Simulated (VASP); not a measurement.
# Ir (P-3m1) in VASP: a series of runs, part 2 of 2

VASP 6.6.1. Earlier steps stand in the parts before.

## 4. Single point, PBEsol (the distance across one plane changed)

INCAR reads:

```
  ALGO = Fast
  EDIFF = 1E-6
  ENCUT = 520
  GGA = PS
  ISIF = 2
  ISMEAR = 0
  LASPH = T
  LCHARG = T
  LELF = T
  LREAL = F
  LVHAR = T
  LWAVE = F
  NBANDS = 36
  NELM = 60
  PREC = Accurate
  SIGMA = 0.15
```

KPOINTS reads:

```
k-points
0
Gamma
  20 20 4
```

POSCAR reads:

```
Ir
1.0
    1.9197000000     -1.9197000000      0.0000000000
    1.9197000000      0.0000000000     -1.9197000000
    7.9674751346      7.9674751346      7.9674751346
Ir
6
Direct
    0.6666666667      0.6666666667      0.0802979626
    0.0000000000      0.0000000000      0.8834382161
    0.3333333333      0.3333333333      0.2409260133
    0.6666666667      0.6666666667      0.5621821147
    0.0000000000      0.0000000000      0.4015540640
    0.3333333333      0.3333333333      0.7228101654
```

Potentials or basis: VASP PAW PBE potentials, release 64 (Ir).

Started as:

```sh
cat potpaw_PBE.64/Ir/POTCAR > POTCAR
mpirun -np 1 vasp_std > vasp.out
```

OUTCAR:

```text
EDIFF = 1E-6
   ENCUT = 520
   GGA = PS
   ISIF = 2
   ISMEAR = 0
   LASPH = T
   LREAL = F
   NELM = 60
   PREC = Accurate

 ion  position               nearest neighbor table
   1  0.667  0.667  0.080-   3 2.71   3 2.71   3 2.71   2 3.14   2 3.14   2 3.14
   2  0.000  0.000  0.883-   6 2.71   6 2.71   6 2.71   1 3.14   1 3.14   1 3.14
   3  0.333  0.333  0.241-   1 2.71   1 2.71   5 2.71   5 2.71   5 2.71   1 2.71
   4  0.667  0.667  0.562-   5 2.71   6 2.71   6 2.71   5 2.71   5 2.71   6 2.71
   5  0.000  0.000  0.402-   4 2.71   3 2.71   4 2.71   4 2.71   3 2.71   3 2.71
   6  0.333  0.333  0.723-   2 2.71   4 2.71   4 2.71   2 2.71   2 2.71   4 2.71

  LATTYP: Found a hexagonal cell.
 ALAT       =     2.7148657757
 C/A-ratio  =     5.0831506532

  Lattice vectors:

 A1 = (  -1.9197000000,   0.0000000000,   1.9197000000)
 A2 = (   1.9197000000,  -1.9197000000,   0.0000000000)
 A3 = (   7.9674751346,   7.9674751346,   7.9674751346)

Analysis of symmetry for initial positions (statically):
=====================================================================
 Subroutine PRICEL returns:
 Original cell was already a primitive cell.

 Routine SETGRP: Setting up the symmetry group for a
 hexagonal supercell.

 Subroutine GETGRP returns: Found 12 space group operations
 (whereof  6 operations were pure point group operations)
 out of a pool of 24 trial point group operations.

The static configuration has the point symmetry C_3v.
 The point group associated with its full space group is D_3d.

Analysis of symmetry for dynamics (positions and initial velocities):
=====================================================================
 Subroutine PRICEL returns:
 Original cell was already a primitive cell.

 Routine SETGRP: Setting up the symmetry group for a
 hexagonal supercell.

 Subroutine GETGRP returns: Found 12 space group operations
 (whereof  6 operations were pure point group operations)
 out of a pool of 24 trial point group operations.

The dynamic configuration has the point symmetry C_3v.
[... 131 lines left out ...]
  Thomas-Fermi vector in A             =   2.514619
   LORBIT       =      0    0 simple, 1 ext, 2 COOP (PROOUT), +10 PAW based schemes
   GGA     = PS    functional components
   LHFCALC =     F    Hartree Fock is set to
   AEXX    =    0.0000 exact exchange contribution
   IVDW    =     0    specifies the selected vdW correction
   LEPSILON=     F    determine dielectric tensor
   LRPA    =     F    only Hartree local field effects (RPA)
 non-spin polarized calculation
 RMM-DIIS sequential band-by-band and
 Gauss-broadening in eV      SIGMA  =   0.15
  energy-cutoff  :      520.00
  volume of cell :       88.09
 maximum number of plane-waves:      2401
   NGX = 11   NGY = 11   NGZ = 51

 number of electron      54.0000000 magnetization

 Free energy of the ion-electron system (eV)
  ---------------------------------------------------
  ext. energy  EPLUGINS =         0.00000000
  ---------------------------------------------------
  free energy    TOTEN  =       -58.27155876 eV

  energy without entropy =      -58.20511062  energy(sigma->0) =      -58.23833469

 E-fermi :   9.5934     XC(G=0): -13.8616

 val. band max:        9.5912375264   @ k =   0.4000   0.2000   0.0000
 cond. band min:       9.5942629398   @ k =   0.3500   0.1500   0.0000
 fundamental gap:      0.0030254134
 Fermi energy:         9.5934397340

 k-point     1 :       0.0000    0.0000    0.0000
  band No.  band energies     occupation
      1      -1.3552      2.00000
      2      -0.4392      2.00000
      3       0.1368      2.00000
      4       1.3864      2.00000
      5       1.4819      2.00000
      6       1.7486      2.00000
[... 925 lines left out ...]
     35      12.6345      0.00000
     36      15.3780      0.00000

 [... further k-points ...]

------------------------ aborting loop because EDIFF is reached ----------------------------------------

  FORCE on cell =-STRESS in cart. coord.  units (eV):
  Direction    XX          YY          ZZ          XY          YZ          ZX
  --------------------------------------------------------------------------------------
  -------------------------------------------------------------------------------------
  Total       -4.8386626     -4.8386626     -4.8386626     -1.6737938     -1.6737938     -1.6737938
  in kB      -88.0090270    -88.0090270    -88.0090270    -30.4441497    -30.4441497    -30.4441497
  external PRESSURE =     -88.0090270 kB  Pullay stress =       0.0000000 kB

 VOLUME and BASIS-vectors are now :
 -----------------------------------------------------------------------------
  energy-cutoff  :      520.00
  volume of cell :       88.09
      direct lattice vectors                 reciprocal lattice vectors
     1.919700000 -1.919700000  0.000000000     0.173638242 -0.347276484  0.173638242
     1.919700000  0.000000000 -1.919700000     0.173638242  0.173638242 -0.347276484
     7.967475135  7.967475135  7.967475135     0.041836759  0.041836759  0.041836759

 POSITION                                       TOTAL-FORCE (eV/Angst)
 -----------------------------------------------------------------------------------
      3.19937     -0.64003     -0.64003        -0.685192     -0.685192     -0.685192
      7.03877      7.03877      7.03877         0.685192      0.685192      0.685192
      3.19937      1.27967      1.27967        -0.294488     -0.294488     -0.294488
      7.03877      3.19937      3.19937         0.045336      0.045336      0.045336
      3.19937      3.19937      3.19937        -0.045336     -0.045336     -0.045336
      7.03877      5.11907      5.11907         0.294488      0.294488      0.294488
 -----------------------------------------------------------------------------------
    total drift:                                0.000002      0.000002      0.000002

  FREE ENERGIE OF THE ION-ELECTRON SYSTEM (eV)
  ---------------------------------------------------
  free  energy   TOTEN  =       -58.2715587582 eV

  energy  without entropy=      -58.2051106191  energy(sigma->0) =      -58.23833469
```

Run time: 5.1 min. Hardware: 1 thread of AMD EPYC 9R45 (Zen 5), shared host; peak memory 0.44 GiB.

What came out:

* Free energy: -58.2716 eV
* Pressure: -8.8 GPa
* Largest force: 1.187 eV/Å
* Band gap on the k mesh: zero (bands 27 and 28 overlap by 2.56 eV)

Forces in eV/Å, atoms in the order of the input:
```
Ir  -0.685 -0.685 -0.685
Ir   0.685  0.685  0.685
Ir  -0.294 -0.294 -0.294
Ir   0.045  0.045  0.045
Ir  -0.045 -0.045 -0.045
Ir   0.294  0.294  0.294
```

Stress tensor (GPa, compression positive):
```
-8.80 -3.04 -3.04
-3.04 -8.80 -3.04
-3.04 -3.04 -8.80
```

Caveat: the cell differs from its parent crystal (the distance across one plane changed); the cell stands under tension; the PAW data sets were made with another functional, which shifts forces and pressure a little; spin-orbit coupling is left out, which moves the levels of the heavy elements.

## 5. Single point, PBEsol (the distance across one plane changed)

INCAR reads:

```
ALGO = Fast ; EDIFF = 1E-6
ENCUT = 520 ; GGA = PS
ISIF = 2 ; ISMEAR = 0
LASPH = T ; LCHARG = F
LREAL = F ; LWAVE = F
NBANDS = 36 ; NELM = 60
PREC = Accurate ; SIGMA = 0.15
```

KPOINTS is that of step 4.

POSCAR reads:

```
Ir
1.0
    1.9197000000     -1.9197000000      0.0000000000
    1.9197000000      0.0000000000     -1.9197000000
    8.1118127019      8.1118127019      8.1118127019
Ir
6
Direct
    0.6666666667      0.6666666667      0.0788691805
    0.0000000000      0.0000000000      0.8677187552
    0.3333333333      0.3333333333      0.2366390954
    0.6666666667      0.6666666667      0.5521789253
    0.0000000000      0.0000000000      0.3944090104
    0.3333333333      0.3333333333      0.7099488402
```

Potentials or basis: VASP PAW PBE potentials, release 64 (Ir).

Started as:

```sh
cat potpaw_PBE.64/Ir/POTCAR > POTCAR
mpirun -np 1 vasp_std > vasp.out
```

OUTCAR:

```text
EDIFF = 1E-6
   ENCUT = 520
   GGA = PS
   ISIF = 2
   ISMEAR = 0
   LASPH = T
   LREAL = F
   NELM = 60
   PREC = Accurate

 ion  position               nearest neighbor table
   1  0.667  0.667  0.079-   3 2.71   3 2.71   3 2.71   2 3.36   2 3.36   2 3.36
   2  0.000  0.000  0.868-   6 2.71   6 2.71   6 2.71   1 3.36   1 3.36   1 3.36
   3  0.333  0.333  0.237-   1 2.71   1 2.71   1 2.71   5 2.71   5 2.71   5 2.71
   4  0.667  0.667  0.552-   6 2.71   6 2.71   5 2.71   5 2.71   5 2.71   6 2.71
   5  0.000  0.000  0.394-   4 2.71   4 2.71   4 2.71   3 2.71   3 2.71   3 2.71
   6  0.333  0.333  0.710-   4 2.71   4 2.71   4 2.71   2 2.71   2 2.71   2 2.71

  LATTYP: Found a hexagonal cell.
 ALAT       =     2.7148657757
 C/A-ratio  =     5.1752362371

  Lattice vectors:

 A1 = (  -1.9197000000,   0.0000000000,   1.9197000000)
 A2 = (   1.9197000000,  -1.9197000000,   0.0000000000)
 A3 = (   8.1118127019,   8.1118127019,   8.1118127019)

Analysis of symmetry for initial positions (statically):
=====================================================================
 Subroutine PRICEL returns:
 Original cell was already a primitive cell.

 Routine SETGRP: Setting up the symmetry group for a
 hexagonal supercell.

 Subroutine GETGRP returns: Found 12 space group operations
 (whereof  6 operations were pure point group operations)
 out of a pool of 24 trial point group operations.

The static configuration has the point symmetry C_3v.
 The point group associated with its full space group is D_3d.

Analysis of symmetry for dynamics (positions and initial velocities):
=====================================================================
 Subroutine PRICEL returns:
 Original cell was already a primitive cell.

 Routine SETGRP: Setting up the symmetry group for a
 hexagonal supercell.

 Subroutine GETGRP returns: Found 12 space group operations
 (whereof  6 operations were pure point group operations)
 out of a pool of 24 trial point group operations.

The dynamic configuration has the point symmetry C_3v.
 The point group associated with its full space group is D_3d.

 Subroutine INISYM returns: Found 12 space group operations
 (whereof  6 operations are pure point group operations),
 and found     1 'primitive' translations

----------------------------------------------------------------------------------------

                                     Primitive cell

  volume of cell :      89.6821

  direct lattice vectors                    reciprocal lattice vectors
     1.919700000 -1.919700000  0.000000000     0.173638242 -0.347276484  0.173638242
     1.919700000  0.000000000 -1.919700000     0.173638242  0.173638242 -0.347276484
     8.111812702  8.111812702  8.111812702     0.041092336  0.041092336  0.041092336

  length of vectors
     2.714865776  2.714865776 14.050071741     0.425325093  0.425325093  0.071174014

  position of ions in fractional coordinates (direct lattice)
     0.666666667  0.666666667  0.078869180
     0.000000000  0.000000000  0.867718755
     0.333333333  0.333333333  0.236639095
     0.666666667  0.666666667  0.552178925
     0.000000000  0.000000000  0.394409010
     0.333333333  0.333333333  0.709948840

  ion indices of the primitive-cell ions
   primitive index   ion index
                 1           1
                 2           2
                 3           3
                 4           4
[... 35 lines left out ...]
  0.200000  0.000000  0.000000      6.000000
  0.250000  0.000000  0.000000      6.000000
[... 16 lines left out ...]
  0.300000  0.100000 -0.000000     12.000000
  0.350000  0.100000  0.000000     12.000000
 [... further k-points ...]
   k-points           NKPTS =    165   k-points in BZ     NKDIM =    165   number of bands    NBANDS=     36
   number of dos      NEDOS =    301   number of ions     NIONS =      6
   total plane-waves  NPLWV =  43200
   dimension x,y,z NGX =    20 NGY =   20 NGZ =  108
   dimension x,y,z NGXF=    40 NGYF=   40 NGZF=  216
   ions per type =               6
   NGX,Y,Z   is equivalent  to a cutoff of  12.25, 12.25, 12.78 a.u.
   NGXF,Y,Z  is equivalent  to a cutoff of  24.49, 24.49, 25.56 a.u.
 SYSTEM =  unknown system
   PREC   = accura    normal or accurate (medium, high low for compatibility)
   ISTART =      0    job   : 0-new  1-cont  2-samecut
   ICHARG =      2    charge: 1-file 2-atom 10-const
   ISPIN  =      1    spin polarized calculation?
   LNONCOLLINEAR =      F non collinear calculations
   LSORBIT =      F    spin-orbit coupling
   LASPH  =      T    aspherical Exc in radial PAW
   ENCUT  =  520.0 eV  38.22 Ry    6.18 a.u.   5.05  5.05 26.12*2*pi/ulx,y,z
   NELM   =     60;   NELMIN=  2; NELMDL= -5     # of ELM steps
   EDIFF  = 0.1E-05   stopping-criterion for ELM
   LREAL  =      F    real-space projection
   EDIFFG = 0.1E-04   stopping-criterion for IOM
   NSW    =      0    number of steps for IOM
   IBRION =     -1    ionic relax: 0-MD 1-quasi-New 2-CG
   NFREE  =      0    steps in history (QN), initial steepest desc. (CG)
   ISIF   =      2    stress and relaxation
   ISYM   =      2    0-nonsym 1-usesym 2-fastsym
   POTIM  = 0.5000    time-step for ionic-motion
   TEBEG  =    0.0;   TEEND  =   0.0 temperature during run
   PSTRESS=    0.0 pullay stress
   NELECT =      54.0000    total number of electrons
   NUPDOWN=      -1.0000    fix difference up-down
   EMIN   =  10.00;   EMAX   =-10.00  energy-range for DOS
   EFERMI =   0.00;   METHOD = LEGACY
   ISMEAR =     0;   SIGMA  =   0.15  broadening in eV -4-tet -1-fermi 0-gaus
   EFERMI_NEDOS =   21; number of points for ismear=-14 and -15
   IALGO  =     68    algorithm
   IMIX   =      4    mixing-type and parameters
     AMIX     =   0.40;   BMIX     =  1.00
     AMIX_MAG =   1.60;   BMIX_MAG =  1.00
  volume/ion in A,a.u.               =      14.95       100.87
  Fermi-wavevector in a.u.,A,eV,Ry     =   1.382412  2.612380 26.001585  1.911063
  Thomas-Fermi vector in A             =   2.507106
   LORBIT       =      0    0 simple, 1 ext, 2 COOP (PROOUT), +10 PAW based schemes
   GGA     = PS    functional components
   LHFCALC =     F    Hartree Fock is set to
   AEXX    =    0.0000 exact exchange contribution
   IVDW    =     0    specifies the selected vdW correction
   LEPSILON=     F    determine dielectric tensor
   LRPA    =     F    only Hartree local field effects (RPA)
 non-spin polarized calculation
 RMM-DIIS sequential band-by-band and
 Gauss-broadening in eV      SIGMA  =   0.15
  energy-cutoff  :      520.00
  volume of cell :       89.68
 maximum number of plane-waves:      2443
   NGX = 11   NGY = 11   NGZ = 53

 number of electron      54.0000000 magnetization

 Free energy of the ion-electron system (eV)
  ---------------------------------------------------
  ext. energy  EPLUGINS =         0.00000000
  ---------------------------------------------------
  free energy    TOTEN  =       -57.85010305 eV

  energy without entropy =      -57.77804001  energy(sigma->0) =      -57.81407153

 E-fermi :   9.3096     XC(G=0): -13.7301

 val. band max:        9.3040841345   @ k =   0.3500   0.0500   0.5000
 cond. band min:       9.3098276761   @ k =   0.2500   0.3000   0.2500
 fundamental gap:      0.0057435416
 Fermi energy:         9.3096173384

 k-point     1 :       0.0000    0.0000    0.0000
  band No.  band energies     occupation
      1      -1.6035      2.00000
      2      -0.7293      2.00000
      3       0.0213      2.00000
      4       1.1007      2.00000
      5       1.2817      2.00000
      6       1.5011      2.00000
[... 925 lines left out ...]
     35      12.2397      0.00000
     36      14.9279      0.00000

 [... further k-points ...]

------------------------ aborting loop because EDIFF is reached ----------------------------------------

  FORCE on cell =-STRESS in cart. coord.  units (eV):
  Direction    XX          YY          ZZ          XY          YZ          ZX
  --------------------------------------------------------------------------------------
  -------------------------------------------------------------------------------------
  Total       -5.2937078     -5.2937078     -5.2937078     -1.4726802     -1.4726802     -1.4726802
  in kB      -94.5724513    -94.5724513    -94.5724513    -26.3095328    -26.3095328    -26.3095328
  external PRESSURE =     -94.5724513 kB  Pullay stress =       0.0000000 kB

 VOLUME and BASIS-vectors are now :
 -----------------------------------------------------------------------------
  energy-cutoff  :      520.00
  volume of cell :       89.68
      direct lattice vectors                 reciprocal lattice vectors
     1.919700000 -1.919700000  0.000000000     0.173638242 -0.347276484  0.173638242
     1.919700000  0.000000000 -1.919700000     0.173638242  0.173638242 -0.347276484
     8.111812702  8.111812702  8.111812702     0.041092336  0.041092336  0.041092336

 POSITION                                       TOTAL-FORCE (eV/Angst)
 -----------------------------------------------------------------------------------
      3.19937     -0.64003     -0.64003        -0.485525     -0.485525     -0.485525
      7.03877      7.03877      7.03877         0.485525      0.485525      0.485525
      3.19937      1.27967      1.27967        -0.325136     -0.325136     -0.325136
      7.03877      3.19937      3.19937         0.067302      0.067302      0.067302
      3.19937      3.19937      3.19937        -0.067302     -0.067302     -0.067302
      7.03877      5.11907      5.11907         0.325136      0.325136      0.325136
 -----------------------------------------------------------------------------------
    total drift:                               -0.000006     -0.000006     -0.000006

  FREE ENERGIE OF THE ION-ELECTRON SYSTEM (eV)
  ---------------------------------------------------
  free  energy   TOTEN  =       -57.8501030464 eV

  energy  without entropy=      -57.7780400060  energy(sigma->0) =      -57.81407153
```

Run time: 5 min. Hardware: 1 thread of AMD EPYC 9R45 (Zen 5), shared host; peak memory 0.45 GiB.

Results:

```
Free energy            : -57.8501 eV
Pressure               : -9.5 GPa
Largest force          : 0.841 eV/Å
Band gap on the k mesh : zero (bands 27 and 28 overlap by 2.48 eV)
```

Forces in eV/Å, atoms in the order of the input:
```
Ir  -0.486 -0.486 -0.486
Ir   0.486  0.486  0.486
Ir  -0.325 -0.325 -0.325
Ir   0.067  0.067  0.067
Ir  -0.067 -0.067 -0.067
Ir   0.325  0.325  0.325
```

Stress tensor (GPa, compression positive):
```
-9.46 -2.63 -2.63
-2.63 -9.46 -2.63
-2.63 -2.63 -9.46
```

Levels at points of the mesh, in eV from the Fermi level:
```
           k point  band 23  band 24  band 25  band 26  band 27  band 28  band 29  band 30
(0.00, 0.00, 0.00)    -3.04    -1.22    -1.22    -1.21    -1.21    -0.94    -0.90    -0.90
(0.50, 0.00, 0.00)     0.44     0.80     0.95     1.01     1.12     1.27     1.33     1.53
(0.00, 0.00, 0.50)    -1.93    -1.85    -1.21    -1.21    -1.19    -1.19    -0.89    -0.89
(0.50, 0.00, 0.50)     0.23     0.67     0.95     1.00     1.13     1.31     1.32     1.55
```

Caveat: the cell differs from its parent crystal (the distance across one plane changed); the cell stands under tension; the PAW data sets were made with another functional, which shifts forces and pressure a little; spin-orbit coupling is left out, which moves the levels of the heavy elements.

## 6. The runs side by side

```tsv
cell	gap on the mesh (eV)	pressure (GPa)	largest force (eV/Å)
a = 2.715, b = 2.715, c = 17.800 Å, angles 90.0, 90.0, 60.0°, 6 atoms	none	-7.2	0.56
a = 2.715, b = 2.715, c = 19.300 Å, angles 90.0, 90.0, 60.0°, 6 atoms	none	-	0.56
a = 2.715, b = 2.715, c = 13.800 Å, angles 90.0, 90.0, 60.0°, 6 atoms	none	-8.8	1.19
a = 2.715, b = 2.715, c = 14.050 Å, angles 90.0, 90.0, 60.0°, 6 atoms	none	-9.5	0.84
```

Alike in all rows: task single point; level PBEsol; potentials or basis VASP PAW PBE potentials, release 64 (Ir); no spin polarisation; k mesh 20 × 20 × 4; cutoff (eV) 520; smearing gaussian 0.15 eV.

Caveats: the PAW data sets were made with another functional, which shifts forces and pressure a little; spin-orbit coupling is left out, which moves the levels of the heavy elements; the cell stands under tension (at least some runs).

Absolute energies hang on the potentials; compare differences alone.
